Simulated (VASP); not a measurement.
The system is LiF.

```xyz
2
Lattice="2.4550 0.0000 0.0000 0.0000 2.4550 0.0000 0.0000 0.0000 2.4550" Properties=species:S:1:pos:R:3 pbc="T T T"
Li    0.0000    0.0000    0.0000
F     1.2275    1.2275    1.2275
```

Base run:

- Program: VASP 6.6.1
- Functional: PBEsol
- Dispersion: D3(BJ)
- Potentials or basis: VASP PAW PBE potentials, release 64 (Li_sv, F)
- Cutoff: 520 eV
- k mesh: 10 × 10 × 10
- Occupations: gaussian, width 0.02 eV
- Spin: no spin polarisation

Its results: band gap on the k mesh 8.48 eV (least direct gap 9.30 eV).

Q: The run is repeated on the same cell with these changes: functional from PBEsol to r2SCAN. What comes out?

A: Band gap on the k mesh 9.88 eV (least direct gap 10.71 eV).

A k mesh can miss the band edges.
